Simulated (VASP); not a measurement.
# PtS2 (P-3m1) in VASP: a series of runs

PtS2 is run at these levels: PBE; tasks: single point.

All numbers are computed with VASP 6.6.1; they aren't measurements. Logs are shortened: lines on timing, memory, paths and dates and some standing lists are left out, and cuts for length are marked.

## (1) The cell of the first run

Symmetry: P-3m1, No. 164, trigonal system. The conventional cell has a = 3.632 Å, b = 3.632 Å, c = 5.039 Å, α = 90.00°, β = 90.00°, γ = 120.00°. Within 3.2 Å of Pt (site symmetry -3m) lie 6 S at 2.45 Å. Within 3.2 Å of S (site symmetry 3m) lie 3 Pt at 2.45 Å.

## (2) Single point, PBE (strain +0.025 along x and y, +0.000 along z)

File INCAR:

```
SYSTEM = PtS2
PREC = Accurate
ENCUT = 520
EDIFF = 1E-7
ISMEAR = 0
SIGMA = 0.05
LREAL = .FALSE.
LASPH = .TRUE.
NELM = 100
ALGO = Normal
ISIF = 2
LWAVE = .FALSE.
LCHARG = .FALSE.
GGA = PE
NBANDS = 18
```

File KPOINTS:

```
Automatic mesh
0
G
  12 12 8
  0 0 0
```

File POSCAR:

```
PtS2
1.0
    3.6317794627      0.0000000000      0.0000000000
   -1.8158897313      3.1452132756      0.0000000000
    0.0000000000      0.0000000000      5.0388000000
Pt S
1 2
Direct
    0.0000000000      0.0000000000      0.0000000000
    0.3333333333      0.6666666667      0.2500000000
    0.6666666667      0.3333333333      0.7500000000
```

Potentials or basis: VASP PAW PBE potentials, release 64 (Pt, S).

Launch:

```sh
$ cat potpaw_PBE.64/Pt/POTCAR potpaw_PBE.64/S/POTCAR > POTCAR
$ mpirun -np 1 vasp_std > vasp.out
```

OUTCAR:

```text
SYSTEM = PtS2
   PREC = Accurate
   ENCUT = 520
   EDIFF = 1E-7
   ISMEAR = 0
   LREAL = .FALSE.
   LASPH = .TRUE.
   NELM = 100
   ISIF = 2
   GGA = PE

 ion  position               nearest neighbor table
   1  0.000  0.000  0.000-   2 2.45   3 2.45   2 2.45   3 2.45   3 2.45   2 2.45
   2  0.333  0.667  0.250-   1 2.45   1 2.45   1 2.45
   3  0.667  0.333  0.750-   1 2.45   1 2.45   1 2.45

  LATTYP: Found a hexagonal cell.
 ALAT       =     3.6317794627
 C/A-ratio  =     1.3874190467

  Lattice vectors:

 A1 = (   3.6317794627,   0.0000000000,   0.0000000000)
 A2 = (  -1.8158897313,   3.1452132756,   0.0000000000)
 A3 = (   0.0000000000,   0.0000000000,   5.0388000000)

Analysis of symmetry for initial positions (statically):
=====================================================================
 Subroutine PRICEL returns:
 Original cell was already a primitive cell.

 Routine SETGRP: Setting up the symmetry group for a
 hexagonal supercell.

 Subroutine GETGRP returns: Found 12 space group operations
 (whereof 12 operations were pure point group operations)
 out of a pool of 24 trial point group operations.

The static configuration has the point symmetry D_3d.

Analysis of symmetry for dynamics (positions and initial velocities):
=====================================================================
 Subroutine PRICEL returns:
 Original cell was already a primitive cell.

 Routine SETGRP: Setting up the symmetry group for a
 hexagonal supercell.

 Subroutine GETGRP returns: Found 12 space group operations
 (whereof 12 operations were pure point group operations)
 out of a pool of 24 trial point group operations.

The dynamic configuration has the point symmetry D_3d.

 Subroutine INISYM returns: Found 12 space group operations
 (whereof 12 operations are pure point group operations),
 and found     1 'primitive' translations

----------------------------------------------------------------------------------------

                                     Primitive cell

  volume of cell :      57.5568

  direct lattice vectors                    reciprocal lattice vectors
     3.631779463  0.000000000  0.000000000     0.275347116  0.158971731  0.000000000
    -1.815889731  3.145213276  0.000000000     0.000000000  0.317943463  0.000000000
     0.000000000  0.000000000  5.038800000     0.000000000  0.000000000  0.198459951

  length of vectors
     3.631779463  3.631779463  5.038800000     0.317943463  0.317943463  0.198459951

  position of ions in fractional coordinates (direct lattice)
     0.000000000  0.000000000  0.000000000
     0.333333333  0.666666667  0.250000000
     0.666666667  0.333333333  0.750000000

  ion indices of the primitive-cell ions
   primitive index   ion index
                 1           1
                 2           2
                 3           3

----------------------------------------------------------------------------------------

 KPOINTS: Automatic mesh

Automatic generation of k-mesh.
 Grid dimensions read from file:
 generate k-points for:   12   12    8

 Generating k-lattice:

  Cartesian coordinates                     Fractional coordinates (reciprocal lattice)
     0.022945593  0.013247644  0.000000000     0.083333333  0.000000000  0.000000000
     0.000000000  0.026495289  0.000000000     0.000000000  0.083333333  0.000000000
     0.000000000  0.000000000  0.024807494     0.000000000  0.000000000  0.125000000

  Length of vectors
     0.026495289  0.026495289  0.024807494

  Shift w.r.t. Gamma in fractional coordinates (k-lattice)
     0.000000000  0.000000000  0.000000000

 Subroutine IBZKPT returns following result:
 ===========================================

 Found    131 irreducible k-points:

 Following reciprocal coordinates:
            Coordinates               Weight
  0.000000  0.000000  0.000000      1.000000
  0.083333 -0.000000  0.000000      6.000000
  0.166667 -0.000000  0.000000      6.000000
  0.250000 -0.000000  0.000000      6.000000
  0.333333 -0.000000  0.000000      6.000000
  0.416667 -0.000000  0.000000      6.000000
[... 16 lines left out ...]
  0.166667 -0.000000  0.125000      6.000000
  0.000000  0.166667  0.125000      6.000000
 [... further k-points ...]
   k-points           NKPTS =    131   k-points in BZ     NKDIM =    131   number of bands    NBANDS=     18
   number of dos      NEDOS =    301   number of ions     NIONS =      3
   total plane-waves  NPLWV =  31360
   dimension x,y,z NGX =    28 NGY =   28 NGZ =   40
   dimension x,y,z NGXF=    56 NGYF=   56 NGZF=   80
   ions per type =               1   2
   NGX,Y,Z   is equivalent  to a cutoff of  12.82, 12.82, 13.20 a.u.
   NGXF,Y,Z  is equivalent  to a cutoff of  25.63, 25.63, 26.39 a.u.
 SYSTEM =  PtS2
   PREC   = accura    normal or accurate (medium, high low for compatibility)
   ISTART =      0    job   : 0-new  1-cont  2-samecut
   ICHARG =      2    charge: 1-file 2-atom 10-const
   ISPIN  =      1    spin polarized calculation?
   LNONCOLLINEAR =      F non collinear calculations
   LSORBIT =      F    spin-orbit coupling
   LASPH  =      T    aspherical Exc in radial PAW
   ENCUT  =  520.0 eV  38.22 Ry    6.18 a.u.   6.75  6.75  9.37*2*pi/ulx,y,z
   NELM   =    100;   NELMIN=  2; NELMDL= -5     # of ELM steps
   EDIFF  = 0.1E-06   stopping-criterion for ELM
   LREAL  =      F    real-space projection
   EDIFFG = 0.1E-05   stopping-criterion for IOM
   NSW    =      0    number of steps for IOM
   IBRION =     -1    ionic relax: 0-MD 1-quasi-New 2-CG
   NFREE  =      0    steps in history (QN), initial steepest desc. (CG)
   ISIF   =      2    stress and relaxation
   ISYM   =      2    0-nonsym 1-usesym 2-fastsym
   POTIM  = 0.5000    time-step for ionic-motion
   TEBEG  =    0.0;   TEEND  =   0.0 temperature during run
   PSTRESS=    0.0 pullay stress
   NELECT =      22.0000    total number of electrons
   NUPDOWN=      -1.0000    fix difference up-down
   EMIN   =  10.00;   EMAX   =-10.00  energy-range for DOS
   EFERMI =   0.00;   METHOD = LEGACY
   ISMEAR =     0;   SIGMA  =   0.05  broadening in eV -4-tet -1-fermi 0-gaus
   EFERMI_NEDOS =   21; number of points for ismear=-14 and -15
   IALGO  =     38    algorithm
   IMIX   =      4    mixing-type and parameters
     AMIX     =   0.40;   BMIX     =  1.00
     AMIX_MAG =   1.60;   BMIX_MAG =  1.00
  volume/ion in A,a.u.               =      19.19       129.47
  Fermi-wavevector in a.u.,A,eV,Ry     =   1.188092  2.245169 19.205483  1.411563
  Thomas-Fermi vector in A             =   2.324229
   LORBIT       =      0    0 simple, 1 ext, 2 COOP (PROOUT), +10 PAW based schemes
   GGA     = PE    functional components
   LHFCALC =     F    Hartree Fock is set to
   AEXX    =    0.0000 exact exchange contribution
   IVDW    =     0    specifies the selected vdW correction
   LEPSILON=     F    determine dielectric tensor
   LRPA    =     F    only Hartree local field effects (RPA)
 non-spin polarized calculation
 Gauss-broadening in eV      SIGMA  =   0.05
  energy-cutoff  :      520.00
  volume of cell :       57.56
 maximum number of plane-waves:      1567
   NGX = 13   NGY = 13   NGZ = 19

 number of electron      22.0000002 magnetization

 Free energy of the ion-electron system (eV)
  ---------------------------------------------------
  ext. energy  EPLUGINS =         0.00000000
  ---------------------------------------------------
  free energy    TOTEN  =       -15.33818992 eV

  energy without entropy =      -15.33818992  energy(sigma->0) =      -15.33818992

 E-fermi :   6.4398     XC(G=0): -10.4574

 val. band max:        6.2411679346   @ k =   0.0000   0.0000   0.0000
 cond. band min:       6.6483684921   @ k =  -0.0833   0.3333   0.2500
 fundamental gap:      0.4072005575
 Fermi energy:         6.4398116490

 k-point     1 :       0.0000    0.0000    0.0000
  band No.  band energies     occupation
      1      -8.6554      2.00000
      2      -6.0262      2.00000
      3      -0.4242      2.00000
      4       0.0887      2.00000
      5       0.0887      2.00000
      6       2.6417      2.00000
[... 10 lines left out ...]
     17      14.0976      0.00000
     18      18.8068      0.00000

 k-point     2 :       0.0833   -0.0000    0.0000
  band No.  band energies     occupation
      1      -8.5768      2.00000
      2      -6.0616      2.00000
      3      -0.3337      2.00000
      4       0.1391      2.00000
      5       0.1475      2.00000
      6       2.5203      2.00000
[... 10 lines left out ...]
     17      14.3401      0.00000
     18      17.3846      0.00000

 k-point     3 :       0.1667   -0.0000    0.0000
  band No.  band energies     occupation
      1      -8.3496      2.00000
      2      -6.1584      2.00000
      3      -0.0820      2.00000
      4       0.2768      2.00000
      5       0.3279      2.00000
      6       2.0853      2.00000
[... 10 lines left out ...]
     17      14.9241      0.00000
     18      15.9769      0.00000

 k-point     4 :       0.2500   -0.0000    0.0000
  band No.  band energies     occupation
      1      -8.0016      2.00000
      2      -6.2943      2.00000
      3       0.2220      2.00000
      4       0.4565      2.00000
      5       0.6632      2.00000
      6       1.3641      2.00000
[... 375 lines left out ...]
      4       0.1335      2.00000
      5       0.2151      2.00000
      6       2.4971      2.00000
[... 10 lines left out ...]
     17      14.4899      0.00000
     18      16.7959      0.00000

 k-point    23 :       0.1667   -0.0000    0.1250
  band No.  band energies     occupation
      1      -8.2961      2.00000
      2      -6.2656      2.00000
      3      -0.0128      2.00000
      4       0.3020      2.00000
      5       0.3865      2.00000
      6       2.1342      2.00000
[... 10 lines left out ...]
     17      14.5261      0.00000
     18      15.6935      0.00000

 k-point    24 :       0.0000    0.1667    0.1250
  band No.  band energies     occupation
      1      -8.3035      2.00000
      2      -6.2440      2.00000
      3      -0.1549      2.00000
      4       0.2573      2.00000
      5       0.5284      2.00000
      6       2.0041      2.00000
[... 10 lines left out ...]
     17      15.2889      0.00000
     18      15.5324      0.00000

 [... further k-points ...]

------------------------ aborting loop because EDIFF is reached ----------------------------------------

  FORCE on cell =-STRESS in cart. coord.  units (eV):
  Direction    XX          YY          ZZ          XY          YZ          ZX
  --------------------------------------------------------------------------------------
  -------------------------------------------------------------------------------------
  Total       -1.9838493     -1.9838493     -1.4195296     -0.0000000      0.0000000      0.0000000
  in kB      -55.2233269    -55.2233269    -39.5146680     -0.0000000      0.0000000      0.0000000
  external PRESSURE =     -49.9871073 kB  Pullay stress =       0.0000000 kB

 VOLUME and BASIS-vectors are now :
 -----------------------------------------------------------------------------
  energy-cutoff  :      520.00
  volume of cell :       57.56
      direct lattice vectors                 reciprocal lattice vectors
     3.631779463  0.000000000  0.000000000     0.275347116  0.158971731  0.000000000
    -1.815889731  3.145213276  0.000000000     0.000000000  0.317943463  0.000000000
     0.000000000  0.000000000  5.038800000     0.000000000  0.000000000  0.198459951

 POSITION                                       TOTAL-FORCE (eV/Angst)
 -----------------------------------------------------------------------------------
      0.00000      0.00000      0.00000        -0.000000      0.000000      0.000000
     -0.00000      2.09681      1.25970        -0.000000      0.000000     -0.827378
      1.81589      1.04840      3.77910         0.000000     -0.000000      0.827378
 -----------------------------------------------------------------------------------
    total drift:                               -0.000000     -0.000000     -0.000000

  FREE ENERGIE OF THE ION-ELECTRON SYSTEM (eV)
  ---------------------------------------------------
  free  energy   TOTEN  =       -15.3381899181 eV

  energy  without entropy=      -15.3381899181  energy(sigma->0) =      -15.33818992
```

It took 1.9 min on 1 thread of AMD EPYC 9R45 (Zen 5), shared host; peak memory 0.24 GiB.

What came out:

```
Free energy            : -15.3382 eV
Pressure               : -5.0 GPa
Largest force          : 0.827 eV/Å
Band gap on the k mesh : 0.41 eV, indirect (least direct gap 0.71 eV)
```

Forces on the atoms (eV/Å):
```
Pt   0.000  0.000  0.000
S    0.000  0.000 -0.827
S    0.000  0.000  0.827
```

Stress tensor (GPa, compression positive):
```
-5.52  0.00  0.00
 0.00 -5.52  0.00
 0.00  0.00 -3.95
```

Caveat: the cell differs from its parent crystal (strain +0.025 along x and y, +0.000 along z); spin-orbit coupling is left out, which moves the levels of the heavy elements. A k mesh can miss the band edges.

## (3) Single point, PBE (strain +0.050 along x and y, -0.025 along z)

File INCAR:

```
  PREC = Accurate
  ENCUT = 520
  EDIFF = 1E-6
  ISMEAR = 0
  SIGMA = 0.05
  LREAL = F
  LASPH = T
  NELM = 100
  ALGO = Normal
  ISIF = 2
  LWAVE = F
  LCHARG = F
  GGA = PE
  NBANDS = 18
```

File KPOINTS:

```
regular mesh
0
Gamma
  12 12 8
```

File POSCAR:

```
PtS2
1.0
    3.7203594496      0.0000000000      0.0000000000
   -1.8601797248      3.2219257945      0.0000000000
    0.0000000000      0.0000000000      4.9128300000
Pt S
1 2
Direct
    0.0000000000      0.0000000000      0.0000000000
    0.3333333333      0.6666666667      0.2500000000
    0.6666666667      0.3333333333      0.7500000000
```

Potentials or basis: VASP PAW PBE potentials, release 64 (Pt, S).

Launch:

```sh
$ cat potpaw_PBE.64/Pt/POTCAR potpaw_PBE.64/S/POTCAR > POTCAR
$ mpirun -np 1 vasp_std > vasp.out
```

Wall time 66 s (1 thread of AMD EPYC 9R45 (Zen 5), shared host); peak memory 0.24 GiB.

Results (log left out):

| Quantity | Value |
| --- | --- |
| Free energy | -15.2356 eV |
| Pressure | -8.6 GPa |
| Largest force | 0.891 eV/Å |
| Band gap on the k mesh | 0.17 eV, indirect (least direct gap 0.61 eV) |

Forces on the atoms (eV/Å):
```
Pt   0.000  0.000  0.000
S    0.000  0.000 -0.891
S    0.000  0.000  0.891
```

Stress tensor (GPa, compression positive):
```
-10.64   0.00   0.00
  0.00 -10.64   0.00
  0.00   0.00  -4.58
```

Levels at points of the mesh, in eV from the valence-band top:
```
           k point  band 7  band 8  band 9  band 10  band 11  band 12  band 13  band 14  band 15  band 16
(0.00, 0.00, 0.00)   -3.56   -2.06   -1.35    -1.35     0.00     1.29     1.29     4.19     4.30     7.58
(0.50, 0.00, 0.00)   -3.40   -3.26   -3.07    -3.01    -2.59     0.80     2.00     4.91     6.38     7.68
(0.00, 0.00, 0.50)   -3.60   -2.67   -1.71    -1.71    -1.46     1.99     1.99     5.37     6.06     7.07
(0.50, 0.00, 0.50)   -3.09   -3.07   -2.80    -2.77    -1.34     0.98     1.35     4.72     5.31     7.94
```

Caveat: the cell differs from its parent crystal (strain +0.050 along x and y, -0.025 along z); spin-orbit coupling is left out, which moves the levels of the heavy elements. A k mesh can miss the band edges.
